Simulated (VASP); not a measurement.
# La (P6_3/mmc) in VASP: notebook

The runs below take La through single point, with revPBE.

Program: VASP 6.6.1. These are calculated values, not measurements. Logs are shortened: lines on timing, memory, paths and dates and some standing lists are left out, and cuts for length are marked.

### 1 The cell of the first run

It takes space group P6_3/mmc (No. 194, hexagonal). Conventional cell: a = 3.659 Å, b = 3.659 Å, c = 11.755 Å, α = 90.00°, β = 90.00°, γ = 120.00°. La (site symmetry -3m) has 12 La at 3.62 to 3.66 Å within 4.8 Å. Within 4.8 Å of La (site symmetry -6m2) lie 12 La at 3.62 to 3.66 Å.

### 2 Single point, revPBE (34.08 Å³/atom)

File INCAR:

```
SYSTEM = La
PREC = Accurate
ENCUT = 520
EDIFF = 1E-7
ISMEAR = -1
SIGMA = 0.1
LREAL = .FALSE.
LASPH = .TRUE.
NELM = 60
ALGO = Normal
ISIF = 2
LWAVE = .FALSE.
LCHARG = .TRUE.
GGA = RE
LELF = .TRUE.
LVHAR = .TRUE.
NBANDS = 30
```

File KPOINTS:

```
Automatic mesh
0
G
  13 13 4
  0 0 0
```

File POSCAR:

```
La
1.0
    3.6594019660      0.0000000000      0.0000000000
   -1.8297009830      3.1691350652      0.0000000000
    0.0000000000      0.0000000000     11.7551606235
La
4
Direct
    1.0000000000      0.0000000000      1.0000000000
    1.0000000000      0.0000000000      0.5000000000
    0.3333333333      0.6666666667      0.7500000000
    0.6666666667      0.3333333333      0.2500000000
```

Potentials or basis: VASP PAW PBE potentials, release 64 (La).

Started as:

```console
> cat potpaw_PBE.64/La/POTCAR > POTCAR
> mpirun -np 1 vasp_std > vasp.out
```

OUTCAR:

```text
SYSTEM = La
   PREC = Accurate
   ENCUT = 520
   EDIFF = 1E-7
   ISMEAR = -1
   LREAL = .FALSE.
   LASPH = .TRUE.
   NELM = 60
   ISIF = 2
   GGA = RE

 ion  position               nearest neighbor table
   1  0.000  0.000  0.000-   3 3.62   4 3.62   3 3.62   4 3.62   4 3.62   3 3.62
   2  0.000  0.000  0.500-   3 3.62   4 3.62   3 3.62   4 3.62   4 3.62   3 3.62
   3  0.333  0.667  0.750-   1 3.62   2 3.62   1 3.62   2 3.62   1 3.62   2 3.62
   4  0.667  0.333  0.250-   1 3.62   2 3.62   1 3.62   2 3.62   1 3.62   2 3.62

  LATTYP: Found a hexagonal cell.
 ALAT       =     3.6594019660
 C/A-ratio  =     3.2123174040

  Lattice vectors:

 A1 = (   3.6594019660,   0.0000000000,   0.0000000000)
 A2 = (  -1.8297009830,   3.1691350652,   0.0000000000)
 A3 = (   0.0000000000,   0.0000000000,  11.7551606235)

Analysis of symmetry for initial positions (statically):
=====================================================================
 Subroutine PRICEL returns:
 Original cell was already a primitive cell.

 Routine SETGRP: Setting up the symmetry group for a
 hexagonal supercell.

 Subroutine GETGRP returns: Found 24 space group operations
 (whereof 12 operations were pure point group operations)
 out of a pool of 24 trial point group operations.

The static configuration has the point symmetry D_3d.
 The point group associated with its full space group is D_6h.

Analysis of symmetry for dynamics (positions and initial velocities):
=====================================================================
 Subroutine PRICEL returns:
 Original cell was already a primitive cell.

 Routine SETGRP: Setting up the symmetry group for a
 hexagonal supercell.

 Subroutine GETGRP returns: Found 24 space group operations
 (whereof 12 operations were pure point group operations)
 out of a pool of 24 trial point group operations.

The dynamic configuration has the point symmetry D_3d.
 The point group associated with its full space group is D_6h.

 Subroutine INISYM returns: Found 24 space group operations
 (whereof 12 operations are pure point group operations),
 and found     1 'primitive' translations

----------------------------------------------------------------------------------------

                                     Primitive cell

  volume of cell :     136.3262

  direct lattice vectors                    reciprocal lattice vectors
     3.659401966  0.000000000  0.000000000     0.273268695  0.157771755  0.000000000
    -1.829700983  3.169135065  0.000000000     0.000000000  0.315543509  0.000000000
     0.000000000  0.000000000 11.755160624     0.000000000  0.000000000  0.085069020

  length of vectors
     3.659401966  3.659401966 11.755160624     0.315543509  0.315543509  0.085069020

  position of ions in fractional coordinates (direct lattice)
     0.000000000  0.000000000  0.000000000
     0.000000000  0.000000000  0.500000000
     0.333333333  0.666666667  0.750000000
     0.666666667  0.333333333  0.250000000

  ion indices of the primitive-cell ions
   primitive index   ion index
                 1           1
                 2           2
                 3           3
                 4           4

----------------------------------------------------------------------------------------

 KPOINTS: Automatic mesh

Automatic generation of k-mesh.
 Grid dimensions read from file:
 generate k-points for:   13   13    4

 Generating k-lattice:

  Cartesian coordinates                     Fractional coordinates (reciprocal lattice)
     0.021020669  0.012136289  0.000000000     0.076923077  0.000000000  0.000000000
     0.000000000  0.024272578  0.000000000     0.000000000  0.076923077  0.000000000
     0.000000000  0.000000000  0.021267255     0.000000000  0.000000000  0.250000000

  Length of vectors
     0.024272578  0.024272578  0.021267255

  Shift w.r.t. Gamma in fractional coordinates (k-lattice)
     0.000000000  0.000000000  0.000000000

 Subroutine IBZKPT returns following result:
 ===========================================

 Found     63 irreducible k-points:

 Following reciprocal coordinates:
            Coordinates               Weight
  0.000000  0.000000  0.000000      1.000000
  0.076923  0.000000  0.000000      6.000000
  0.153846  0.000000  0.000000      6.000000
  0.230769  0.000000  0.000000      6.000000
  0.307692  0.000000  0.000000      6.000000
  0.384615  0.000000  0.000000      6.000000
[... 16 lines left out ...]
  0.076923  0.000000  0.250000     12.000000
  0.153846  0.000000  0.250000     12.000000
 [... further k-points ...]
   k-points           NKPTS =     63   k-points in BZ     NKDIM =     63   number of bands    NBANDS=     30
   number of dos      NEDOS =    301   number of ions     NIONS =      4
   total plane-waves  NPLWV =  70560
   dimension x,y,z NGX =    28 NGY =   28 NGZ =   90
   dimension x,y,z NGXF=    56 NGYF=   56 NGZF=  180
   ions per type =               4
   NGX,Y,Z   is equivalent  to a cutoff of  12.72, 12.72, 12.73 a.u.
   NGXF,Y,Z  is equivalent  to a cutoff of  25.44, 25.44, 25.46 a.u.
 SYSTEM =  La
   PREC   = accura    normal or accurate (medium, high low for compatibility)
   ISTART =      0    job   : 0-new  1-cont  2-samecut
   ICHARG =      2    charge: 1-file 2-atom 10-const
   ISPIN  =      1    spin polarized calculation?
   LNONCOLLINEAR =      F non collinear calculations
   LSORBIT =      F    spin-orbit coupling
   LASPH  =      T    aspherical Exc in radial PAW
   ENCUT  =  520.0 eV  38.22 Ry    6.18 a.u.   6.80  6.80 21.86*2*pi/ulx,y,z
   NELM   =     60;   NELMIN=  2; NELMDL= -5     # of ELM steps
   EDIFF  = 0.1E-06   stopping-criterion for ELM
   LREAL  =      F    real-space projection
   EDIFFG = 0.1E-05   stopping-criterion for IOM
   NSW    =      0    number of steps for IOM
   IBRION =     -1    ionic relax: 0-MD 1-quasi-New 2-CG
   NFREE  =      0    steps in history (QN), initial steepest desc. (CG)
   ISIF   =      2    stress and relaxation
   ISYM   =      2    0-nonsym 1-usesym 2-fastsym
   POTIM  = 0.5000    time-step for ionic-motion
   TEBEG  =    0.0;   TEEND  =   0.0 temperature during run
   PSTRESS=    0.0 pullay stress
   NELECT =      44.0000    total number of electrons
   NUPDOWN=      -1.0000    fix difference up-down
   EMIN   =  10.00;   EMAX   =-10.00  energy-range for DOS
   EFERMI =   0.00;   METHOD = LEGACY
   ISMEAR =    -1;   SIGMA  =   0.10  broadening in eV -4-tet -1-fermi 0-gaus
   EFERMI_NEDOS =   21; number of points for ismear=-14 and -15
   IALGO  =     38    algorithm
   IMIX   =      4    mixing-type and parameters
     AMIX     =   0.40;   BMIX     =  1.00
     AMIX_MAG =   1.60;   BMIX_MAG =  1.00
  volume/ion in A,a.u.               =      34.08       229.99
  Fermi-wavevector in a.u.,A,eV,Ry     =   1.122964  2.122095 17.157608  1.261049
  Thomas-Fermi vector in A             =   2.259627
   LORBIT       =      0    0 simple, 1 ext, 2 COOP (PROOUT), +10 PAW based schemes
   GGA     = RE    functional components
   LHFCALC =     F    Hartree Fock is set to
   AEXX    =    0.0000 exact exchange contribution
   IVDW    =     0    specifies the selected vdW correction
   LEPSILON=     F    determine dielectric tensor
   LRPA    =     F    only Hartree local field effects (RPA)
 non-spin polarized calculation
  energy-cutoff  :      520.00
  volume of cell :      136.33
 maximum number of plane-waves:      3704
 NGX is ok and might be reduce to    28
   NGX = 13   NGY = 13   NGZ = 43

 number of electron      44.0000000 magnetization

 Free energy of the ion-electron system (eV)
  ---------------------------------------------------
  ext. energy  EPLUGINS =         0.00000000
  ---------------------------------------------------
  free energy    TOTEN  =       -18.34516732 eV

  energy without entropy =      -18.14392784  energy(sigma->0) =      -18.24454758

 E-fermi :   8.8030     XC(G=0):  -9.8555

 val. band max:        8.7931060007   @ k =   0.0769   0.0769   0.0000
 cond. band min:       8.8063897433   @ k =   0.3077   0.3077   0.2500
 fundamental gap:      0.0132837426
 Fermi energy:         8.8029564738

 k-point     1 :       0.0000    0.0000    0.0000
  band No.  band energies     occupation
      1     -23.9867      2.00000
      2     -23.8478      2.00000
      3     -23.8412      2.00000
      4     -23.6955      2.00000
      5      -8.6025      2.00000
      6      -7.7683      2.00000
[... 22 lines left out ...]
     29      10.2847      0.00000
     30      10.3584      0.00000

 k-point     2 :       0.0769    0.0000    0.0000
  band No.  band energies     occupation
      1     -23.9737      2.00000
      2     -23.8381      2.00000
      3     -23.8315      2.00000
      4     -23.6895      2.00000
      5      -8.5717      2.00000
      6      -7.7782      2.00000
[... 22 lines left out ...]
     29      10.4480      0.00000
     30      10.4686      0.00000

 k-point     3 :       0.1538    0.0000    0.0000
  band No.  band energies     occupation
      1     -23.9367      2.00000
      2     -23.8111      2.00000
      3     -23.8044      2.00000
      4     -23.6735      2.00000
      5      -8.4828      2.00000
      6      -7.8263      2.00000
[... 22 lines left out ...]
     29      10.3727      0.00000
     30      10.5335      0.00000

 k-point     4 :       0.2308    0.0000    0.0000
  band No.  band energies     occupation
      1     -23.8822      2.00000
      2     -23.7726      2.00000
      3     -23.7659      2.00000
      4     -23.6524      2.00000
      5      -8.3484      2.00000
      6      -7.9710      2.00000
[... 22 lines left out ...]
     29      10.3167      0.00000
     30      10.5854      0.00000

 k-point     5 :       0.3077    0.0000    0.0000
  band No.  band energies     occupation
      1     -23.8198      2.00000
      2     -23.7312      2.00000
      3     -23.7244      2.00000
      4     -23.6335      2.00000
      5      -8.2496      2.00000
      6      -8.1970      2.00000
[... 22 lines left out ...]
     29      10.3179      0.00000
     30      10.5636      0.00000
[... 526 lines left out ...]
     29      10.4216      0.00000
     30      10.6085      0.00000

 k-point    22 :       0.0000    0.0000    0.2500
  band No.  band energies     occupation
      1     -23.9761      2.00000
      2     -23.8997      2.00000
      3     -23.7882      2.00000
      4     -23.7071      2.00000
      5      -8.5421      2.00000
      6      -8.0980      2.00000
[... 22 lines left out ...]
     29      10.3465      0.00000
     30      10.3639      0.00000

 k-point    23 :       0.0769    0.0000    0.2500
  band No.  band energies     occupation
      1     -23.9633      2.00000
      2     -23.8887      2.00000
      3     -23.7799      2.00000
      4     -23.7008      2.00000
      5      -8.5140      2.00000
      6      -8.0908      2.00000
[... 22 lines left out ...]
     29      10.3809      0.00000
     30      10.4094      0.00000

 k-point    24 :       0.1538    0.0000    0.2500
  band No.  band energies     occupation
      1     -23.9271      2.00000
      2     -23.8578      2.00000
      3     -23.7569      2.00000
      4     -23.6839      2.00000
      5      -8.4341      2.00000
      6      -8.0814      2.00000
[... 22 lines left out ...]
     29      10.4202      0.00000
     30      10.4758      0.00000

 [... further k-points ...]
[... 5 lines left out ...]
  --------------------------------------------------------------------------------------
  -------------------------------------------------------------------------------------
  Total        3.0331516      3.0331516      3.0918705     -0.0000000      0.0000000      0.0000000
  in kB       35.6471868     35.6471868     36.3372822     -0.0000000      0.0000000      0.0000000
  external PRESSURE =      35.8772186 kB  Pullay stress =       0.0000000 kB

 VOLUME and BASIS-vectors are now :
 -----------------------------------------------------------------------------
  energy-cutoff  :      520.00
  volume of cell :      136.33
      direct lattice vectors                 reciprocal lattice vectors
     3.659401966  0.000000000  0.000000000     0.273268695  0.157771755  0.000000000
    -1.829700983  3.169135065  0.000000000     0.000000000  0.315543509  0.000000000
     0.000000000  0.000000000 11.755160624     0.000000000  0.000000000  0.085069020

 POSITION                                       TOTAL-FORCE (eV/Angst)
 -----------------------------------------------------------------------------------
      0.00000      0.00000      0.00000        -0.000000      0.000000      0.000000
      0.00000      0.00000      5.87758        -0.000000      0.000000      0.000000
     -0.00000      2.11276      8.81637         0.000000     -0.000000      0.000000
      1.82970      1.05638      2.93879        -0.000000      0.000000     -0.000000
 -----------------------------------------------------------------------------------
    total drift:                               -0.000000      0.000000      0.000000

  FREE ENERGIE OF THE ION-ELECTRON SYSTEM (eV)
  ---------------------------------------------------
  free  energy   TOTEN  =       -18.3451673223 eV

  energy  without entropy=      -18.1439278444  energy(sigma->0) =      -18.24454758
```

Run time: 3.1 min. Hardware: 1 thread of AMD EPYC 9R45 (Zen 5), shared host; peak memory 0.36 GiB.

What came out:

```yaml
Free_energy: -18.3452 eV
Pressure: 3.6 GPa
Band_gap_on_the_k_mesh: zero (bands 22 and 23 overlap by 1.25 eV)
```

Caveat: the cell stands under pressure; the PAW data sets were made with another functional, which shifts forces and pressure a little; spin-orbit coupling is left out, which moves the levels of the heavy elements.

### 3 Single point, revPBE (35.63 Å³/atom)

This run uses another cell than the first one, of 35.63 Å³/atom.

File INCAR:

```
SYSTEM = La
PREC = Accurate ; ENCUT = 520
EDIFF = 1E-7 ; ISMEAR = -1
SIGMA = 0.1 ; LREAL = .FALSE.
LASPH = .TRUE. ; NELM = 60
ALGO = Normal ; ISIF = 2
LWAVE = .FALSE. ; LCHARG = .FALSE.
GGA = RE ; NBANDS = 30
```

KPOINTS is that of step 2.

File POSCAR:

```
La
1.0
    3.7140279593      0.0000000000      0.0000000000
   -1.8570139796      3.2164425631      0.0000000000
    0.0000000000      0.0000000000     11.9306366525
La
4
Direct
    1.0000000000      0.0000000000      1.0000000000
    1.0000000000      0.0000000000      0.5000000000
    0.3333333333      0.6666666667      0.7500000000
    0.6666666667      0.3333333333      0.2500000000
```

Potentials or basis: VASP PAW PBE potentials, release 64 (La).

Started as:

```console
> cat potpaw_PBE.64/La/POTCAR > POTCAR
> mpirun -np 1 vasp_std > vasp.out
```

Wall time 3.3 min (1 thread of AMD EPYC 9R45 (Zen 5), shared host); peak memory 0.36 GiB.

Results (log left out):

| Item | Value |
| --- | --- |
| Free energy | -18.4587 eV |
| Pressure | 2.2 GPa |
| Band gap on the k mesh | zero (bands 22 and 23 overlap by 1.16 eV) |

Levels at points of the mesh, in eV from the Fermi level:
```tsv
k point	band 19	band 20	band 21	band 22	band 23	band 24	band 25	band 26
(0.00, 0.00, 0.00)	-1.80	-1.79	0.54	0.67	1.26	1.26	1.31	1.34
(0.00, 0.00, 0.50)	-1.69	-1.69	0.80	0.80	1.32	1.32	1.33	1.33
```

Caveat: the PAW data sets were made with another functional, which shifts forces and pressure a little; spin-orbit coupling is left out, which moves the levels of the heavy elements.
